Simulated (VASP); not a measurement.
# In3Sb (Pm-3m) in VASP: notebook, part 2 of 2

VASP 6.6.1. Earlier steps stand in the parts before.

## 5. Single point, PBEsol

The input, INCAR:

```
SYSTEM = In3Sb
ALGO = Fast
EDIFF = 1E-7
ENCUT = 520
GGA = PS
ISIF = 2
ISMEAR = -5
LASPH = .True.
LCHARG = .True.
LELF = .True.
LREAL = .False.
LVHAR = .True.
LWAVE = .False.
NBANDS = 30
NELM = 60
PREC = Accurate
SIGMA = 0.1
```

The input, KPOINTS:

```
k-points
0
Gamma
  10 10 10
  0 0 0
```

The input, POSCAR:

```
In3Sb
1.0
    4.8369620000      0.0000000000      0.0000000000
    0.0000000000      4.8369620000      0.0000000000
    0.0000000000      0.0000000000      4.8369620000
In Sb
3 1
Direct
    0.5000000000      0.5000000000      0.0000000000
    0.5000000000      0.0000000000      0.5000000000
    0.0000000000      0.5000000000      0.5000000000
    0.0000000000      0.0000000000      0.0000000000
```

Potentials or basis: VASP PAW PBE potentials, release 64 (In_d, Sb).

The run is started by

```sh
$ cat potpaw_PBE.64/In_d/POTCAR potpaw_PBE.64/Sb/POTCAR > POTCAR
$ mpirun -np 1 vasp_std > vasp.out
```

OUTCAR:

```text
SYSTEM = In3Sb
   EDIFF = 1E-7
   ENCUT = 520
   GGA = PS
   ISIF = 2
   ISMEAR = -5
   LASPH = .True.
   LREAL = .False.
   NELM = 60
   PREC = Accurate

 ion  position               nearest neighbor table
   1  0.500  0.500  0.000-   2 3.42   3 3.42   4 3.42   2 3.42   3 3.42   2 3.42   4 3.42   2 3.42
                             3 3.42   4 3.42   3 3.42   4 3.42
   2  0.500  0.000  0.500-   1 3.42   3 3.42   4 3.42   1 3.42   4 3.42   1 3.42   3 3.42   1 3.42
                             3 3.42   4 3.42   4 3.42   3 3.42
   3  0.000  0.500  0.500-   1 3.42   2 3.42   4 3.42   1 3.42   4 3.42   2 3.42   4 3.42   4 3.42
                             1 3.42   2 3.42   1 3.42   2 3.42
   4  0.000  0.000  0.000-   1 3.42   2 3.42   3 3.42   2 3.42   3 3.42   1 3.42   3 3.42   3 3.42
                             1 3.42   2 3.42   2 3.42   1 3.42

  LATTYP: Found a simple cubic cell.
 ALAT       =     4.8369620000

  Lattice vectors:

 A1 = (   4.8369620000,   0.0000000000,   0.0000000000)
 A2 = (   0.0000000000,   4.8369620000,   0.0000000000)
 A3 = (   0.0000000000,   0.0000000000,   4.8369620000)

[... 181 lines left out ...]

 E-fermi :   6.6226     XC(G=0): -10.0495

 val. band max:        6.7507872387   @ k =   0.4000   0.2000   0.2000
 cond. band min:       6.5359315368   @ k =   0.5000   0.0000   0.0000
 fundamental gap:     -0.2148557018
 Fermi energy:         6.6225908775

 k-point     1 :       0.0000    0.0000    0.0000
  band No.  band energies     occupation
      1      -7.8254      2.00000
      2      -7.8232      2.00000
      3      -7.8232      2.00000
      4      -7.8232      2.00000
      5      -7.6913      2.00000
      6      -7.6913      2.00000
[... 781 lines left out ...]
     29      11.7049      0.00000
     30      13.7250      0.00000

 [... further k-points ...]

------------------------ aborting loop because EDIFF is reached ----------------------------------------

  FORCE on cell =-STRESS in cart. coord.  units (eV):
  Direction    XX          YY          ZZ          XY          YZ          ZX
  --------------------------------------------------------------------------------------
  -------------------------------------------------------------------------------------
  Total       -1.8887662     -1.8887662     -1.8887662     -0.0000000      0.0000000     -0.0000000
  in kB      -26.7405753    -26.7405753    -26.7405753     -0.0000000      0.0000000     -0.0000000
  external PRESSURE =     -26.7405753 kB  Pullay stress =       0.0000000 kB

 VOLUME and BASIS-vectors are now :
 -----------------------------------------------------------------------------
  energy-cutoff  :      520.00
  volume of cell :      113.17
      direct lattice vectors                 reciprocal lattice vectors
     4.836962000  0.000000000  0.000000000     0.206741339  0.000000000  0.000000000
     0.000000000  4.836962000  0.000000000     0.000000000  0.206741339  0.000000000
     0.000000000  0.000000000  4.836962000     0.000000000  0.000000000  0.206741339

 POSITION                                       TOTAL-FORCE (eV/Angst)
 -----------------------------------------------------------------------------------
      2.41848      2.41848      0.00000         0.000000      0.000000      0.000000
      2.41848      0.00000      2.41848         0.000000      0.000000      0.000000
      0.00000      2.41848      2.41848         0.000000      0.000000      0.000000
      0.00000      0.00000      0.00000         0.000000      0.000000      0.000000
 -----------------------------------------------------------------------------------
    total drift:                                0.000000      0.000000      0.000000

  FREE ENERGIE OF THE ION-ELECTRON SYSTEM (eV)
  ---------------------------------------------------
  free  energy   TOTEN  =       -13.3469168048 eV

  energy  without entropy=      -13.3469168048  energy(sigma->0) =      -13.34691680
```

OSZICAR:

```text
N       E                     dE             d eps       ncg     rms          rms(c)
DAV:   1     0.389246913558E+03    0.38925E+03   -0.20325E+04  3360   0.179E+03
DAV:   2     0.226740709485E+02   -0.36657E+03   -0.35953E+03  3396   0.432E+02
DAV:   3    -0.120425552786E+02   -0.34717E+02   -0.34120E+02  4072   0.153E+02
DAV:   4    -0.134032487943E+02   -0.13607E+01   -0.13595E+01  3880   0.328E+01
DAV:   5    -0.134783926832E+02   -0.75144E-01   -0.75192E-01  5004   0.646E+00    0.372E+00
RMM:   6    -0.133635683166E+02    0.11482E+00   -0.22073E-01  3684   0.461E+00    0.200E+00
RMM:   7    -0.133485623462E+02    0.15006E-01   -0.58603E-02  4158   0.187E+00    0.648E-01
RMM:   8    -0.133463534154E+02    0.22089E-02   -0.13959E-02  4425   0.110E+00    0.122E-01
RMM:   9    -0.133468694858E+02   -0.51607E-03   -0.46957E-03  5419   0.427E-01    0.147E-01
RMM:  10    -0.133470188035E+02   -0.14932E-03   -0.15740E-03  3944   0.444E-01    0.165E-01
RMM:  11    -0.133468709420E+02    0.14786E-03   -0.69330E-04  4202   0.303E-01    0.173E-02
RMM:  12    -0.133469147278E+02   -0.43786E-04   -0.33338E-04  5147   0.100E-01    0.195E-02
RMM:  13    -0.133469216864E+02   -0.69586E-05   -0.41941E-05  5430   0.415E-02    0.593E-02
RMM:  14    -0.133469147016E+02    0.69848E-05   -0.11478E-05  5307   0.184E-02    0.217E-02
RMM:  15    -0.133469160008E+02   -0.12993E-05   -0.23049E-06  4990   0.801E-03    0.217E-02
RMM:  16    -0.133469164335E+02   -0.43270E-06   -0.37150E-07  2544   0.371E-03    0.930E-03
RMM:  17    -0.133469168873E+02   -0.45376E-06   -0.10625E-07  2009   0.319E-03    0.103E-03
RMM:  18    -0.133469168048E+02    0.82528E-07   -0.65701E-08  1982   0.231E-03
   1 F= -.13346917E+02 E0= -.13346917E+02  d E =0.000000E+00
```

It took 2.3 min on 1 thread of AMD EPYC 7R13 (Zen 3), shared host; peak memory 0.29 GiB.

What came out:

- Free energy: -13.3469 eV
- Pressure: -2.7 GPa
- Band gap on the k mesh: zero (bands 22 and 23 overlap by 3.56 eV)

Caveat: the PAW data sets were made with another functional, which shifts forces and pressure a little; spin-orbit coupling is left out, which moves the levels of the heavy elements; tetrahedron occupations give inexact forces and stress in metals.

## 6. Single point, PBEsol

The input, INCAR:

```
SYSTEM = In3Sb
PREC = Accurate ; ENCUT = 520
EDIFF = 1E-7 ; ISMEAR = 0
SIGMA = 0.1 ; LREAL = .False.
LASPH = .True. ; NELM = 80
ALGO = Fast ; ISIF = 2
LWAVE = .False. ; LCHARG = .True.
GGA = PS ; LELF = .True.
LVHAR = .True. ; NBANDS = 30
```

The input, KPOINTS:

```
regular mesh
0
Gamma
  12 12 12
  0 0 0
```

POSCAR is that of step 5.

Potentials or basis: VASP PAW PBE potentials, release 64 (In_d, Sb).

The run is started by

```sh
$ cat potpaw_PBE.64/In_d/POTCAR potpaw_PBE.64/Sb/POTCAR > POTCAR
$ mpirun -np 1 vasp_std > vasp.out
```

It took 3.3 min on 1 thread of AMD EPYC 7R13 (Zen 3), shared host; peak memory 0.34 GiB.

The run converged. Its results:

| Property | Result |
| --- | --- |
| Free energy | -13.3555 eV |
| Pressure | -2.9 GPa |
| Band gap on the k mesh | zero (bands 22 and 23 overlap by 3.50 eV) |

Levels at points of the mesh, in eV from the Fermi level:
| k point | band 20 | band 21 | band 22 | band 23 | band 24 | band 25 |
| --- | --- | --- | --- | --- | --- | --- |
| (0.00, 0.00, 0.00) | -2.76 | -2.31 | -2.31 | 2.33 | 2.33 | 2.33 |
| (0.50, 0.00, 0.00) | -1.47 | -1.47 | -0.14 | -0.14 | 0.23 | 1.13 |
| (0.50, 0.50, 0.00) | -0.52 | -0.06 | 0.34 | 0.34 | 1.40 | 1.60 |
| (0.50, 0.50, 0.50) | -3.87 | -3.87 | -3.87 | -3.03 | 5.29 | 5.29 |

Caveat: the PAW data sets were made with another functional, which shifts forces and pressure a little; spin-orbit coupling is left out, which moves the levels of the heavy elements.

## 7. Summary

```tsv
k mesh	smearing	further INCAR settings	gap on the mesh (eV)	pressure (GPa)
10 × 10 × 10	methfessel-paxton 0.1 eV	ALGO = Fast; EDIFF = 1e-07; NBANDS = 30	none	-2.7
10 × 10 × 10	methfessel-paxton 0.2 eV	ALGO = Fast; EDIFF = 1e-07; NBANDS = 30	none	-2.7
10 × 10 × 10	methfessel-paxton 0.02 eV	ALGO = Fast; EDIFF = 1e-06; NBANDS = 30	none	-2.7
10 × 10 × 10	tetrahedron	ALGO = Fast; EDIFF = 1e-07; NBANDS = 30	none	-2.7
12 × 12 × 12	gaussian 0.1 eV	ALGO = Fast; EDIFF = 1e-07; NBANDS = 30	none	-2.9
```

Alike in all rows: task single point; level PBEsol; potentials or basis VASP PAW PBE potentials, release 64 (In_d, Sb); no spin polarisation; cell as given; cutoff (eV) 520.

Caveats: the PAW data sets were made with another functional, which shifts forces and pressure a little; spin-orbit coupling is left out, which moves the levels of the heavy elements; tetrahedron occupations give inexact forces and stress in metals (at least some runs).

Absolute energies hang on the potentials; compare differences alone.

The gap in the log of VASP goes by the Fermi energy; the results here count the filled bands.